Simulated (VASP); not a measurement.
# TiO (P6_3/mmc) in VASP: notebook

TiO is run at these levels: r2SCAN; tasks: single point.

All numbers are computed with VASP 6.6.1; they aren't measurements. Logs are shortened: lines on timing, memory, paths and dates and some standing lists are left out, and cuts for length are marked.

## (1) The cell of the first run

The structure is hexagonal, space group P6_3/mmc (No. 194). The conventional cell has a = 2.852 Å, b = 2.852 Å, c = 5.568 Å, α = 90.00°, β = 90.00°, γ = 120.00°. Within 2.9 Å of Ti (site symmetry -6m2) lie 6 O at 2.16 Å and 6 Ti at 2.85 Å. Within 2.9 Å of O (site symmetry -3m) lie 6 Ti at 2.16 Å and 8 O at 2.78 to 2.85 Å.

## (2) Single point, r2SCAN

POSCAR reads:

```
TiO
1.0
    2.8516080131      0.0000000000      0.0000000000
   -1.4258040066      2.4695649810      0.0000000000
    0.0000000000      0.0000000000      5.5675030000
Ti O
2 2
Direct
    0.3333333333      0.6666666667      0.2500000000
    0.6666666667      0.3333333333      0.7500000000
    0.0000000000      0.0000000000      0.0000000000
    0.0000000000      0.0000000000      0.5000000000
```

INCAR.step1 reads:

```
PREC     = Accurate       # precision mode
ENCUT    = 520            # plane-wave cutoff, eV
ISMEAR   = 1              # smearing method
SIGMA    = 0.02           # smearing width, eV
LREAL    = False          # projectors in reciprocal space
LASPH    = True           # aspherical terms in the spheres
NELM     = 80             # most SCF steps
NBANDS   = 26             # bands
GGA      = PE             # functional
ALGO     = Normal         # electronic algorithm
EDIFF    = 1E-4           # SCF threshold, eV
LWAVE    = True           # write WAVECAR
LCHARG   = False          # write CHGCAR
```

INCAR.step2 reads:

```
PREC     = Accurate       # precision mode
ENCUT    = 520            # plane-wave cutoff, eV
EDIFF    = 1E-7           # SCF threshold, eV
ISMEAR   = 1              # smearing method
SIGMA    = 0.02           # smearing width, eV
LREAL    = False          # projectors in reciprocal space
LASPH    = True           # aspherical terms in the spheres
NELM     = 80             # most SCF steps
ALGO     = Normal         # electronic algorithm
ISIF     = 2              # what is computed and relaxed
LWAVE    = False          # write WAVECAR
LCHARG   = False          # write CHGCAR
METAGGA  = R2SCAN         # meta-GGA
LMIXTAU  = True         
NBANDS   = 26             # bands
ISTART   = 1
```

KPOINTS reads:

```
Automatic mesh
0
Gamma
  18 18 8
```

Potentials or basis: VASP PAW PBE potentials, release 64 (Ti_sv, O).

Started as:

```sh
cat potpaw_PBE.64/Ti_sv/POTCAR potpaw_PBE.64/O/POTCAR > POTCAR
cp INCAR.step1 INCAR
mpirun -np 1 vasp_std > vasp.out
cp INCAR.step2 INCAR
mpirun -np 1 vasp_std > vasp.out
```

OUTCAR:

```text
PREC = Accurate
   ENCUT = 520
   EDIFF = 1E-7
   ISMEAR = 1
   LREAL = False
   LASPH = True
   NELM = 80
   ISIF = 2
   METAGGA = R2SCAN
   ISTART = 1

 ion  position               nearest neighbor table
   1  0.333  0.667  0.250-   3 2.16   4 2.16   3 2.16   4 2.16   3 2.16   4 2.16
   2  0.667  0.333  0.750-   3 2.16   4 2.16   3 2.16   4 2.16   3 2.16   4 2.16
   3  0.000  0.000  0.000-   1 2.16   2 2.16   2 2.16   1 2.16   2 2.16   1 2.16
   4  0.000  0.000  0.500-   1 2.16   2 2.16   2 2.16   1 2.16   2 2.16   1 2.16

  LATTYP: Found a hexagonal cell.
 ALAT       =     2.8516080131
 C/A-ratio  =     1.9524082463

  Lattice vectors:

 A1 = (   2.8516080131,   0.0000000000,   0.0000000000)
 A2 = (  -1.4258040066,   2.4695649810,   0.0000000000)
 A3 = (   0.0000000000,   0.0000000000,   5.5675030000)

Analysis of symmetry for initial positions (statically):
=====================================================================
 Subroutine PRICEL returns:
 Original cell was already a primitive cell.

 Routine SETGRP: Setting up the symmetry group for a
 hexagonal supercell.

 Subroutine GETGRP returns: Found 24 space group operations
 (whereof 12 operations were pure point group operations)
 out of a pool of 24 trial point group operations.

The static configuration has the point symmetry D_3d.
 The point group associated with its full space group is D_6h.

Analysis of symmetry for dynamics (positions and initial velocities):
=====================================================================
 Subroutine PRICEL returns:
 Original cell was already a primitive cell.

 Routine SETGRP: Setting up the symmetry group for a
 hexagonal supercell.

 Subroutine GETGRP returns: Found 24 space group operations
 (whereof 12 operations were pure point group operations)
 out of a pool of 24 trial point group operations.

The dynamic configuration has the point symmetry D_3d.
 The point group associated with its full space group is D_6h.

 Subroutine INISYM returns: Found 24 space group operations
 (whereof 12 operations are pure point group operations),
 and found     1 'primitive' translations

----------------------------------------------------------------------------------------

                                     Primitive cell

  volume of cell :      39.2076

[... 85 lines left out ...]
   ICHARG =      0    charge: 1-file 2-atom 10-const
   ISPIN  =      1    spin polarized calculation?
   LNONCOLLINEAR =      F non collinear calculations
   LSORBIT =      F    spin-orbit coupling
   LASPH  =      T    aspherical Exc in radial PAW
   ENCUT  =  520.0 eV  38.22 Ry    6.18 a.u.   5.30  5.30 10.35*2*pi/ulx,y,z
   NELM   =     80;   NELMIN=  2; NELMDL=  0     # of ELM steps
   EDIFF  = 0.1E-06   stopping-criterion for ELM
   LREAL  =      F    real-space projection
   EDIFFG = 0.1E-05   stopping-criterion for IOM
   NSW    =      0    number of steps for IOM
   IBRION =     -1    ionic relax: 0-MD 1-quasi-New 2-CG
   NFREE  =      0    steps in history (QN), initial steepest desc. (CG)
   ISIF   =      2    stress and relaxation
   ISYM   =      2    0-nonsym 1-usesym 2-fastsym
   POTIM  = 0.5000    time-step for ionic-motion
   TEBEG  =    0.0;   TEEND  =   0.0 temperature during run
   PSTRESS=    0.0 pullay stress
   NELECT =      36.0000    total number of electrons
   NUPDOWN=      -1.0000    fix difference up-down
   EMIN   =  10.00;   EMAX   =-10.00  energy-range for DOS
   EFERMI =   0.00;   METHOD = LEGACY
   ISMEAR =     1;   SIGMA  =   0.02  broadening in eV -4-tet -1-fermi 0-gaus
   EFERMI_NEDOS =   21; number of points for ismear=-14 and -15
   IALGO  =     38    algorithm
   IMIX   =      4    mixing-type and parameters
     AMIX     =   0.40;   BMIX     =  1.00
     AMIX_MAG =   1.60;   BMIX_MAG =  1.00
  volume/ion in A,a.u.               =       9.80        66.15
  Fermi-wavevector in a.u.,A,eV,Ry     =   1.591178  3.006890 34.447873  2.531847
  Thomas-Fermi vector in A             =   2.689758
   LORBIT       =      0    0 simple, 1 ext, 2 COOP (PROOUT), +10 PAW based schemes
   METAGGA = R2SCAN    functional components
   LHFCALC =     F    Hartree Fock is set to
   AEXX    =    0.0000 exact exchange contribution
   IVDW    =     0    specifies the selected vdW correction
   LEPSILON=     F    determine dielectric tensor
   LRPA    =     F    only Hartree local field effects (RPA)
 non-spin polarized calculation
 Methfessel and Paxton  Order N= 1 SIGMA  =   0.02
  energy-cutoff  :      520.00
  volume of cell :       39.21
 maximum number of plane-waves:      1072
 NGX is ok and might be reduce to    24
   NGX = 11   NGY = 11   NGZ = 21

 number of electron      35.9999991 magnetization

 Free energy of the ion-electron system (eV)
  ---------------------------------------------------
  ext. energy  EPLUGINS =         0.00000000
  ---------------------------------------------------
  free energy    TOTEN  =       -48.64168223 eV

  energy without entropy =      -48.64170726  energy(sigma->0) =      -48.64169057

 E-fermi :  11.2854     XC(G=0): -13.5920

 val. band max:       11.2677746391   @ k =   0.4444   0.1111   0.0000
 cond. band min:      11.2889845488   @ k =   0.0000   0.0000   0.1250
 fundamental gap:      0.0212099097
 Fermi energy:        11.2854229752

 k-point     1 :       0.0000    0.0000    0.0000
  band No.  band energies     occupation
      1     -48.8483      2.00000
      2     -48.8057      2.00000
      3     -24.5292      2.00000
      4     -24.0500      2.00000
      5     -23.6848      2.00000
      6     -23.6848      2.00000
[... 685 lines left out ...]
     25      14.9320      0.00000
     26      15.1050      0.00000

 [... further k-points ...]
[... 5 lines left out ...]
  --------------------------------------------------------------------------------------
  -------------------------------------------------------------------------------------
  Total       -1.0376223     -1.0376223     -0.5861750      0.0000000      0.0000000      0.0000000
  in kB      -42.4012960    -42.4012960    -23.9533969      0.0000000      0.0000000      0.0000000
  external PRESSURE =     -36.2519963 kB  Pullay stress =       0.0000000 kB

 VOLUME and BASIS-vectors are now :
 -----------------------------------------------------------------------------
  energy-cutoff  :      520.00
  volume of cell :       39.21
      direct lattice vectors                 reciprocal lattice vectors
     2.851608013  0.000000000  0.000000000     0.350679334  0.202464808  0.000000000
    -1.425804007  2.469564981  0.000000000     0.000000000  0.404929616  0.000000000
     0.000000000  0.000000000  5.567503000     0.000000000  0.000000000  0.179613733

 POSITION                                       TOTAL-FORCE (eV/Angst)
 -----------------------------------------------------------------------------------
     -0.00000      1.64638      1.39188        -0.000000      0.000000      0.000000
      1.42580      0.82319      4.17563         0.000000     -0.000000      0.000000
      0.00000      0.00000      0.00000        -0.000000      0.000000      0.000000
      0.00000      0.00000      2.78375        -0.000000      0.000000      0.000000
 -----------------------------------------------------------------------------------
    total drift:                               -0.000000      0.000000     -0.000000

  FREE ENERGIE OF THE ION-ELECTRON SYSTEM (eV)
  ---------------------------------------------------
  free  energy   TOTEN  =       -48.6416822284 eV

  energy  without entropy=      -48.6417072564  energy(sigma->0) =      -48.64169057
```

OUTCAR.step1:

```text
PREC = Accurate
   ENCUT = 520
   ISMEAR = 1
   LREAL = False
   LASPH = True
[... 927 lines left out ...]
     -0.00000      1.64638      1.39188         0.000000     -0.000000      0.000000
      1.42580      0.82319      4.17563        -0.000000      0.000000      0.000000
      0.00000      0.00000      0.00000         0.000000      0.000000      0.000000
      0.00000      0.00000      2.78375         0.000000      0.000000      0.000000
 -----------------------------------------------------------------------------------
    total drift:                               -0.000000      0.000000     -0.000000

  FREE ENERGIE OF THE ION-ELECTRON SYSTEM (eV)
  ---------------------------------------------------
  free  energy   TOTEN  =       -35.3174555439 eV

  energy  without entropy=      -35.3174456752  energy(sigma->0) =      -35.31745225
```

Wall time 7.3 min (1 thread of AMD EPYC 9R45 (Zen 5), shared host); peak memory 0.26 GiB.

What came out:

- Free energy: -48.6417 eV
- Pressure: -3.6 GPa
- Band gap on the k mesh: zero (bands 18 and 19 overlap by 0.04 eV)

Caveat: the cell stands under tension; the PAW data sets were made with another functional, which shifts forces and pressure a little; semilocal functionals often make such compounds metallic where correlation or magnetic order opens a gap, which also shifts bond lengths.

## (3) Single point, r2SCAN

POSCAR is that of step 2.

Changes to INCAR.step1 since step 2:

```diff
@@ -3,6 +3,6 @@
 ISMEAR   = 1              # smearing method
-SIGMA    = 0.02           # smearing width, eV
+SIGMA    = 0.05           # smearing width, eV
 LREAL    = False          # projectors in reciprocal space
 LASPH    = True           # aspherical terms in the spheres
-NELM     = 80             # most SCF steps
+NELM     = 60             # most SCF steps
 NBANDS   = 26             # bands
```

INCAR.step2 reads:

```
PREC     = Accurate       # precision mode
ENCUT    = 520            # plane-wave cutoff, eV
EDIFF    = 1E-6           # SCF threshold, eV
ISMEAR   = 1              # smearing method
SIGMA    = 0.05           # smearing width, eV
LREAL    = False          # projectors in reciprocal space
LASPH    = True           # aspherical terms in the spheres
NELM     = 60             # most SCF steps
ALGO     = Normal         # electronic algorithm
ISIF     = 2              # what is computed and relaxed
LWAVE    = False          # write WAVECAR
LCHARG   = True           # write CHGCAR
METAGGA  = R2SCAN         # meta-GGA
LMIXTAU  = True         
LELF     = True           # ELF
LVHAR    = True         
NBANDS   = 26             # bands
ISTART   = 1
```

KPOINTS reads:

```
regular mesh
0
Gamma
  18 18 8
```

Potentials or basis: VASP PAW PBE potentials, release 64 (Ti_sv, O).

Started as:

```sh
cat potpaw_PBE.64/Ti_sv/POTCAR potpaw_PBE.64/O/POTCAR > POTCAR
cp INCAR.step1 INCAR
mpirun -np 1 vasp_std > vasp.out
cp INCAR.step2 INCAR
mpirun -np 1 vasp_std > vasp.out
```

Run time: 8.7 min. Hardware: 1 thread of Intel Xeon Platinum 8488C (Sapphire Rapids), shared host; peak memory 0.28 GiB.

The run converged. Its results:

- Free energy: -48.6416 eV
- Pressure: -3.6 GPa
- Band gap on the k mesh: zero (bands 18 and 19 overlap by 0.04 eV)

Stress tensor (GPa, compression positive):
```
-4.21  0.00  0.00
 0.00 -4.21  0.00
 0.00  0.00 -2.40
```

Levels at points of the mesh, in eV from the Fermi level:
```
           k point  band 14  band 15  band 16  band 17  band 18  band 19  band 20  band 21  band 22  band 23
(0.00, 0.00, 0.00)    -5.60    -5.60    -5.56    -2.04    -0.04    -0.04     0.04     1.21     1.21     1.69
(0.50, 0.00, 0.00)    -6.93    -6.09    -5.77    -2.74    -0.04     1.08     1.82     2.13     2.46     2.84
(0.00, 0.00, 0.50)    -5.87    -5.87    -5.87    -0.60    -0.60     0.82     0.82     0.82     0.82     2.34
(0.50, 0.00, 0.50)    -7.54    -6.39    -6.39    -1.35    -1.35     2.20     2.20     2.41     2.41     2.45
```

Caveat: the cell stands under tension; the PAW data sets were made with another functional, which shifts forces and pressure a little; semilocal functionals often make such compounds metallic where correlation or magnetic order opens a gap, which also shifts bond lengths.

The gap in the log of VASP goes by the Fermi energy; the results here count the filled bands.